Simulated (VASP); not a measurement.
# ScAlH6 (P4/mmm) in VASP: further runs

Aim: see how the results for ScAlH6 move with the level of theory and the settings. Levels: PBEsol, r2SCAN+rVV10. Tasks: single point, relaxation of cell and atoms.

All numbers are computed with VASP 6.6.1; they aren't measurements. Logs are shortened: lines on timing, memory, paths and dates and some standing lists are left out, and cuts for length are marked.

### 1 The cell of the first run

The structure is tetragonal, space group P4/mmm (No. 123). Conventional cell: a = 2.929 Å, b = 2.929 Å, c = 5.919 Å, α = 90.00°, β = 90.00°, γ = 90.00°. Sc (site symmetry 4/mmm) has 12 H at 2.07 to 2.10 Å within 2.7 Å. Within 2.7 Å of Al (site symmetry 4/mmm) lie 12 H at 2.06 to 2.07 Å. Within 2.7 Å of H (site symmetry 4/mmm) lie 4 Sc at 2.07 Å and 8 H at 2.10 Å. Within 2.7 Å of H (site symmetry 4/mmm) lie 8 H at 2.06 Å and 4 Al at 2.07 Å. H (site symmetry 2mm) has 2 Al at 2.06 Å and 8 H at 2.06 to 2.10 Å and 2 Sc at 2.10 Å within 2.7 Å.

### 2 Single point, PBEsol

Input file INCAR:

```
SYSTEM = ScAlH6
PREC = Accurate ; ENCUT = 520
EDIFF = 1E-6 ; ISMEAR = -1
SIGMA = 0.03 ; LREAL = .FALSE.
LASPH = .TRUE. ; NELM = 60
ALGO = Normal ; ISIF = 2
LWAVE = .FALSE. ; LCHARG = .FALSE.
GGA = PS ; NBANDS = 20
```

Input file KPOINTS:

```
regular mesh
0
G
  6 6 4
  0 0 0
```

Input file POSCAR:

```
ScAlH6
1.0
    2.9294883574      0.0000000000      0.0000000000
    0.0000000000      2.9294883574      0.0000000000
    0.0000000000      0.0000000000      5.9186895952
Sc Al H
1 1 6
Direct
    0.0000000000      0.0000000000      0.0000000000
    0.0000000000      0.0000000000      0.5000000000
    0.5000000000      0.5000000000      0.0000000000
    0.5000000000      0.5000000000      0.5000000000
    0.5000000000      0.0000000000      0.2542484011
    0.5000000000      0.0000000000      0.7457515989
    0.0000000000      0.5000000000      0.2542484011
    0.0000000000      0.5000000000      0.7457515989
```

Potentials or basis: VASP PAW PBE potentials, release 64 (Sc_sv, Al, H).

Started as:

```console
> cat potpaw_PBE.64/Sc_sv/POTCAR potpaw_PBE.64/Al/POTCAR potpaw_PBE.64/H/POTCAR > POTCAR
> mpirun -np 1 vasp_std > vasp.out
```

OUTCAR:

```text
SYSTEM = ScAlH6
   PREC = Accurate
   ENCUT = 520
   EDIFF = 1E-6
   ISMEAR = -1
   LREAL = .FALSE.
   LASPH = .TRUE.
   NELM = 60
   ISIF = 2
   GGA = PS

 ion  position               nearest neighbor table
   1  0.000  0.000  0.000-   3 2.07   3 2.07   3 2.07   3 2.07   8 2.10   5 2.10   7 2.10   8 2.10
                             6 2.10   5 2.10   6 2.10   7 2.10   2 2.96   2 2.96
   2  0.000  0.000  0.500-   5 2.06   6 2.06   7 2.06   8 2.06   7 2.06   8 2.06   5 2.06   6 2.06
                             4 2.07   4 2.07   4 2.07   4 2.07   1 2.96   1 2.96
   3  0.500  0.500  0.000-   1 2.07   1 2.07   1 2.07   1 2.07
   4  0.500  0.500  0.500-   2 2.07   2 2.07   2 2.07   2 2.07
   5  0.500  0.000  0.254-   2 2.06   2 2.06   1 2.10   1 2.10
   6  0.500  0.000  0.746-   2 2.06   2 2.06   1 2.10   1 2.10
   7  0.000  0.500  0.254-   2 2.06   2 2.06   1 2.10   1 2.10
   8  0.000  0.500  0.746-   2 2.06   2 2.06   1 2.10   1 2.10

  LATTYP: Found a simple tetragonal cell.
 ALAT       =     2.9294883574
 C/A-ratio  =     2.0203833821

  Lattice vectors:

 A1 = (   2.9294883574,   0.0000000000,   0.0000000000)
 A2 = (   0.0000000000,   2.9294883574,   0.0000000000)
 A3 = (   0.0000000000,   0.0000000000,   5.9186895952)

Analysis of symmetry for initial positions (statically):
=====================================================================
 Subroutine PRICEL returns:
 Original cell was already a primitive cell.

 Routine SETGRP: Setting up the symmetry group for a
 simple tetragonal supercell.

 Subroutine GETGRP returns: Found 16 space group operations
 (whereof 16 operations were pure point group operations)
 out of a pool of 16 trial point group operations.

The static configuration has the point symmetry D_4h.

Analysis of symmetry for dynamics (positions and initial velocities):
=====================================================================
 Subroutine PRICEL returns:
 Original cell was already a primitive cell.

 Routine SETGRP: Setting up the symmetry group for a
 simple tetragonal supercell.

 Subroutine GETGRP returns: Found 16 space group operations
 (whereof 16 operations were pure point group operations)
 out of a pool of 16 trial point group operations.

The dynamic configuration has the point symmetry D_4h.

 Subroutine INISYM returns: Found 16 space group operations
 (whereof 16 operations are pure point group operations),
 and found     1 'primitive' translations

----------------------------------------------------------------------------------------

                                     Primitive cell

  volume of cell :      50.7936

  direct lattice vectors                    reciprocal lattice vectors
     2.929488357  0.000000000  0.000000000     0.341356537  0.000000000  0.000000000
     0.000000000  2.929488357  0.000000000     0.000000000  0.341356537  0.000000000
     0.000000000  0.000000000  5.918689595     0.000000000  0.000000000  0.168956318

  length of vectors
     2.929488357  2.929488357  5.918689595     0.341356537  0.341356537  0.168956318

  position of ions in fractional coordinates (direct lattice)
     0.000000000  0.000000000  0.000000000
     0.000000000  0.000000000  0.500000000
     0.500000000  0.500000000  0.000000000
     0.500000000  0.500000000  0.500000000
     0.500000000  0.000000000  0.254248401
     0.500000000  0.000000000  0.745751599
     0.000000000  0.500000000  0.254248401
     0.000000000  0.500000000  0.745751599

  ion indices of the primitive-cell ions
   primitive index   ion index
                 1           1
                 2           2
                 3           3
                 4           4
                 5           5
                 6           6
                 7           7
                 8           8

----------------------------------------------------------------------------------------

 KPOINTS: regular mesh

Automatic generation of k-mesh.
 Grid dimensions read from file:
 generate k-points for:    6    6    4

 Generating k-lattice:

  Cartesian coordinates                     Fractional coordinates (reciprocal lattice)
     0.056892756  0.000000000  0.000000000     0.166666667  0.000000000  0.000000000
     0.000000000  0.056892756  0.000000000     0.000000000  0.166666667  0.000000000
     0.000000000  0.000000000  0.042239079     0.000000000  0.000000000  0.250000000

  Length of vectors
     0.056892756  0.056892756  0.042239079

  Shift w.r.t. Gamma in fractional coordinates (k-lattice)
     0.000000000  0.000000000  0.000000000

 Subroutine IBZKPT returns following result:
 ===========================================

 Found     30 irreducible k-points:

 Following reciprocal coordinates:
            Coordinates               Weight
  0.000000  0.000000  0.000000      1.000000
  0.166667  0.000000  0.000000      4.000000
  0.333333  0.000000  0.000000      4.000000
  0.500000  0.000000  0.000000      2.000000
  0.166667  0.166667  0.000000      4.000000
  0.333333  0.166667  0.000000      8.000000
[... 16 lines left out ...]
  0.333333  0.000000  0.500000      4.000000
  0.500000  0.000000  0.500000      2.000000
 [... further k-points ...]
   k-points           NKPTS =     30   k-points in BZ     NKDIM =     30   number of bands    NBANDS=     20
   number of dos      NEDOS =    301   number of ions     NIONS =      8
   total plane-waves  NPLWV =  27648
   dimension x,y,z NGX =    24 NGY =   24 NGZ =   48
   dimension x,y,z NGXF=    48 NGYF=   48 NGZF=   96
   ions per type =               1   1   6
   NGX,Y,Z   is equivalent  to a cutoff of  13.62, 13.62, 13.48 a.u.
   NGXF,Y,Z  is equivalent  to a cutoff of  27.24, 27.24, 26.96 a.u.
 SYSTEM =  ScAlH6
   PREC   = accura    normal or accurate (medium, high low for compatibility)
   ISTART =      0    job   : 0-new  1-cont  2-samecut
   ICHARG =      2    charge: 1-file 2-atom 10-const
   ISPIN  =      1    spin polarized calculation?
   LNONCOLLINEAR =      F non collinear calculations
   LSORBIT =      F    spin-orbit coupling
   LASPH  =      T    aspherical Exc in radial PAW
   ENCUT  =  520.0 eV  38.22 Ry    6.18 a.u.   5.45  5.45 11.00*2*pi/ulx,y,z
   NELM   =     60;   NELMIN=  2; NELMDL= -5     # of ELM steps
   EDIFF  = 0.1E-05   stopping-criterion for ELM
   LREAL  =      F    real-space projection
   EDIFFG = 0.1E-04   stopping-criterion for IOM
   NSW    =      0    number of steps for IOM
   IBRION =     -1    ionic relax: 0-MD 1-quasi-New 2-CG
   NFREE  =      0    steps in history (QN), initial steepest desc. (CG)
   ISIF   =      2    stress and relaxation
   ISYM   =      2    0-nonsym 1-usesym 2-fastsym
   POTIM  = 0.5000    time-step for ionic-motion
   TEBEG  =    0.0;   TEEND  =   0.0 temperature during run
   PSTRESS=    0.0 pullay stress
   NELECT =      20.0000    total number of electrons
   NUPDOWN=      -1.0000    fix difference up-down
   EMIN   =  10.00;   EMAX   =-10.00  energy-range for DOS
   EFERMI =   0.00;   METHOD = LEGACY
   ISMEAR =    -1;   SIGMA  =   0.03  broadening in eV -4-tet -1-fermi 0-gaus
   EFERMI_NEDOS =   21; number of points for ismear=-14 and -15
   IALGO  =     38    algorithm
   IMIX   =      4    mixing-type and parameters
     AMIX     =   0.40;   BMIX     =  1.00
     AMIX_MAG =   1.60;   BMIX_MAG =  1.00
  volume/ion in A,a.u.               =       6.35        42.85
  Fermi-wavevector in a.u.,A,eV,Ry     =   1.199909  2.267500 19.589431  1.439783
  Thomas-Fermi vector in A             =   2.335759
   LORBIT       =      0    0 simple, 1 ext, 2 COOP (PROOUT), +10 PAW based schemes
   GGA     = PS    functional components
   LHFCALC =     F    Hartree Fock is set to
   AEXX    =    0.0000 exact exchange contribution
   IVDW    =     0    specifies the selected vdW correction
   LEPSILON=     F    determine dielectric tensor
   LRPA    =     F    only Hartree local field effects (RPA)
 non-spin polarized calculation
  energy-cutoff  :      520.00
  volume of cell :       50.79
 maximum number of plane-waves:      1391
 NGX is ok and might be reduce to    24
   NGX = 11   NGY = 11   NGZ = 23

 number of electron      19.9999996 magnetization

 Free energy of the ion-electron system (eV)
  ---------------------------------------------------
  ext. energy  EPLUGINS =         0.00000000
  ---------------------------------------------------
  free energy    TOTEN  =       -30.43651632 eV

  energy without entropy =      -30.43519326  energy(sigma->0) =      -30.43585479

 E-fermi :   4.9553     XC(G=0): -10.9656

 val. band max:        4.8749684442   @ k =   0.5000   0.1667   0.0000
 cond. band min:       5.0419738194   @ k =   0.5000   0.3333   0.0000
 fundamental gap:      0.1670053751
 Fermi energy:         4.9553266864

 k-point     1 :       0.0000    0.0000    0.0000
  band No.  band energies     occupation
      1     -43.3690      2.00000
      2     -22.2393      2.00000
      3     -21.8302      2.00000
      4     -21.8302      2.00000
      5      -6.9230      2.00000
      6      -2.7454      2.00000
[... 12 lines left out ...]
     19      12.9589      0.00000
     20      17.2506      0.00000

 k-point     2 :       0.1667    0.0000    0.0000
  band No.  band energies     occupation
      1     -43.3486      2.00000
      2     -22.2141      2.00000
      3     -22.0075      2.00000
      4     -21.8151      2.00000
      5      -6.4418      2.00000
      6      -2.4131      2.00000
[... 12 lines left out ...]
     19      14.8277      0.00000
     20      15.3034      0.00000

 k-point     3 :       0.3333    0.0000    0.0000
  band No.  band energies     occupation
      1     -43.3077      2.00000
      2     -22.3483      2.00000
      3     -22.1635      2.00000
      4     -21.7848      2.00000
      5      -5.0415      2.00000
      6      -1.4358      2.00000
[... 12 lines left out ...]
     19      13.8399      0.00000
     20      16.1872      0.00000

 k-point     4 :       0.5000    0.0000    0.0000
  band No.  band energies     occupation
      1     -43.2870      2.00000
      2     -22.5124      2.00000
      3     -22.1380      2.00000
      4     -21.7695      2.00000
      5      -3.0411      2.00000
      6      -2.5471      2.00000
[... 12 lines left out ...]
     19      14.7903      0.00000
     20      15.2011      0.00000

 k-point     5 :       0.1667    0.1667    0.0000
  band No.  band energies     occupation
      1     -43.3286      2.00000
      2     -22.1897      2.00000
      3     -22.0032      2.00000
      4     -21.9721      2.00000
      5      -5.9680      2.00000
      6      -2.0864      2.00000
[... 12 lines left out ...]
     19      14.3662      0.00000
     20      14.5759      0.00000
[... 353 lines left out ...]
      6      -4.5959      2.00000
[... 12 lines left out ...]
     19      15.1539      0.00000
     20      15.1545      0.00000

 k-point    22 :       0.1667    0.0000    0.5000
  band No.  band energies     occupation
      1     -43.3486      2.00000
      2     -22.2157      2.00000
      3     -22.0075      2.00000
      4     -21.8151      2.00000
      5      -5.9880      2.00000
      6      -4.0858      2.00000
[... 12 lines left out ...]
     19      14.3425      0.00000
     20      15.3190      0.00000

 k-point    23 :       0.3333    0.0000    0.5000
  band No.  band energies     occupation
      1     -43.3076      2.00000
      2     -22.3482      2.00000
      3     -22.1647      2.00000
      4     -21.7848      2.00000
      5      -4.7131      2.00000
      6      -2.6722      2.00000
[... 12 lines left out ...]
     19      14.7895      0.00000
     20      15.6319      0.00000

 k-point    24 :       0.5000    0.0000    0.5000
  band No.  band energies     occupation
      1     -43.2870      2.00000
      2     -22.5123      2.00000
      3     -22.1390      2.00000
      4     -21.7695      2.00000
      5      -3.0824      2.00000
      6      -1.9550      2.00000
[... 12 lines left out ...]
     19      15.0406      0.00000
     20      15.1111      0.00000

 [... further k-points ...]

------------------------ aborting loop because EDIFF is reached ----------------------------------------

  FORCE on cell =-STRESS in cart. coord.  units (eV):
  Direction    XX          YY          ZZ          XY          YZ          ZX
  --------------------------------------------------------------------------------------
  -------------------------------------------------------------------------------------
  Total        0.0052908      0.0052908     -0.0004229      0.0000000      0.0000000     -0.0000000
  in kB        0.1668873      0.1668873     -0.0133392      0.0000000      0.0000000     -0.0000000
  external PRESSURE =       0.1068118 kB  Pullay stress =       0.0000000 kB

 VOLUME and BASIS-vectors are now :
 -----------------------------------------------------------------------------
  energy-cutoff  :      520.00
  volume of cell :       50.79
      direct lattice vectors                 reciprocal lattice vectors
     2.929488357  0.000000000  0.000000000     0.341356537  0.000000000  0.000000000
     0.000000000  2.929488357  0.000000000     0.000000000  0.341356537  0.000000000
     0.000000000  0.000000000  5.918689595     0.000000000  0.000000000  0.168956318

 POSITION                                       TOTAL-FORCE (eV/Angst)
 -----------------------------------------------------------------------------------
      0.00000      0.00000      0.00000        -0.000000     -0.000000      0.000000
      0.00000      0.00000      2.95934        -0.000000     -0.000000      0.000000
      1.46474      1.46474      0.00000        -0.000000     -0.000000      0.000000
      1.46474      1.46474      2.95934        -0.000000     -0.000000      0.000000
      1.46474      0.00000      1.50482         0.000000      0.000000      0.008614
      1.46474      0.00000      4.41387         0.000000     -0.000000     -0.008614
      0.00000      1.46474      1.50482        -0.000000     -0.000000      0.008614
      0.00000      1.46474      4.41387        -0.000000      0.000000     -0.008614
 -----------------------------------------------------------------------------------
    total drift:                                0.000000      0.000000      0.000000

  FREE ENERGIE OF THE ION-ELECTRON SYSTEM (eV)
  ---------------------------------------------------
  free  energy   TOTEN  =       -30.4365163208 eV

  energy  without entropy=      -30.4351932569  energy(sigma->0) =      -30.43585479
```

Wall time 37 s (1 thread of Oxide Virtual Turin-like, shared host); peak memory 0.15 GiB.

What came out:

```yaml
Free_energy: -30.4365 eV
Pressure: 0.0 GPa
Largest_force: 0.009 eV/Å
Band_gap_on_the_k_mesh: zero (bands 10 and 11 overlap by 3.88 eV)
```

Forces on the atoms (eV/Å):
```
Sc   0.000  0.000  0.000
Al   0.000  0.000  0.000
H    0.000  0.000  0.000
H    0.000  0.000  0.000
H    0.000  0.000  0.009
H    0.000  0.000 -0.009
H    0.000  0.000  0.009
H    0.000  0.000 -0.009
```

Caveat: the PAW data sets were made with another functional, which shifts forces and pressure a little.

(Part 1 of 3 ends here.)

The gap in the log of VASP goes by the Fermi energy; the results here count the filled bands.